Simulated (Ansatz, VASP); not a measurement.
## Two plane-wave programs on NaHF2

```
CELL_PARAMETERS angstrom
1.67397 0.96647 4.51949
-1.67397 0.96647 4.51949
0.00000 -1.93293 4.51949
ATOMIC_POSITIONS crystal
Na 0.00000 0.00000 0.00000
H 0.50000 0.50000 0.50000
F 0.41616 0.41616 0.41616
F 0.58384 0.58384 0.58384
```

Alike in both runs: functional LDA; k mesh 8 × 8 × 8; no spin polarisation.

Ansatz relaxed the structure, and its values are those at the end. VASP's run is a single point on that final structure, the one shown.

|  | VASP | Ansatz |
| --- | --- | --- |
| version | VASP 6.6.1 | Ansatz 0.2.0 |
| potentials or method | VASP PAW LDA potentials, release 64 (Na_sv, H, F) | plane waves, PAW |
| plane-wave cutoff (eV) | 970 | 420 |
| occupations | gaussian, width 0.01 eV | fixed |
| valence electrons in the cell | 24 | 24 |

Ansatz gave:

| Quantity | Value |
| --- | --- |
| pressure (GPa) | 0.0 |
| rms of the force components (eV/Å) | 0.000 |

Q: Estimate VASP's values.

A: Pressure (GPa): -0.1; rms of the force components (eV/Å): 0.029.

LDA's correlation is that of Perdew and Zunger in VASP and of Perdew and Wang (1992) in Ansatz.
